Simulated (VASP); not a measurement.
## CsH: single point with LDA

Crystal: CsH.

```
CELL_PARAMETERS angstrom
3.63860 0.00000 0.00000
0.00000 3.63860 0.00000
0.00000 0.00000 3.63860
ATOMIC_POSITIONS crystal
Cs 0.00000 0.00000 0.00000
H 0.50000 0.50000 0.50000
```

```json
{"Program": "VASP 6.6.1", "Task": "single point", "Functional": "LDA", "Potentials or basis": "VASP PAW LDA potentials, release 64 (Cs_sv, H)", "Cutoff": "520 eV", "k mesh": "8 × 8 × 8", "Occupations": "gaussian, width 0.01 eV", "Spin": "no spin polarisation"}
```

The pressure is 0.1 GPa. The band gap on the k mesh is 2.35 eV.

Levels at points of the mesh, in eV from the valence-band top:
| k point | band 3 | band 4 | band 5 | band 6 | band 7 | band 8 |
| --- | --- | --- | --- | --- | --- | --- |
| (0.00, 0.00, 0.00) | -7.54 | -7.54 | -2.19 | 3.07 | 3.07 | 8.23 |
| (0.50, 0.00, 0.00) | -7.31 | -7.31 | -0.05 | 2.64 | 3.99 | 6.25 |
| (0.50, 0.50, 0.00) | -9.24 | -7.09 | -1.62 | 4.51 | 6.82 | 7.34 |
| (0.50, 0.50, 0.50) | -8.90 | -8.90 | 0.00 | 2.35 | 2.35 | 2.35 |

Wall time 23 s on 1 thread of Intel Xeon 8259CL, with other jobs on the host, peak memory 0.15 GiB.

Caveat: spin-orbit coupling is left out, which moves the levels of the heavy elements. A k mesh can miss the band edges.
